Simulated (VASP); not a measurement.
Sr, 1 atom in the cell. The structure is cubic, space group Fm-3m (No. 225). The conventional cell has a = 5.960 Å, b = 5.960 Å, c = 5.960 Å, α = 90.00°, β = 90.00°, γ = 90.00°. Within 5.5 Å of Sr (site symmetry m-3m) lie 12 Sr at 4.21 Å. 

| Property | Result |
| --- | --- |
| Program | VASP 6.6.1 |
| Task | single point |
| Functional | LDA |
| Potentials or basis | VASP PAW LDA potentials, release 64 (Sr_sv) |
| Cutoff | 520 eV |
| k mesh | 8 × 8 × 8 |
| Occupations | fermi-dirac, width 0.05 eV |
| Spin | no spin polarisation |
| Dipole correction | no |
| Further INCAR settings | ALGO = Normal; EDIFF = 1e-06; NBANDS = 11 |

Potentials or basis: VASP PAW LDA potentials, release 64 (Sr_sv).

Command:

```console
$ cat potpaw_LDA.64/Sr_sv/POTCAR > POTCAR
$ mpirun -np 1 vasp_std > vasp.out
```

Hardware: 1 thread of AMD EPYC 7R13 Processor (Zen 3), on a shared host.

Q: Estimate the wall time of this run.

A: Run time: 9.9 s on 1 thread of AMD EPYC 7R13 Processor (Zen 3) (shared host), peak memory 0.13 GiB. Counts: scf iterations 11, k points 29.
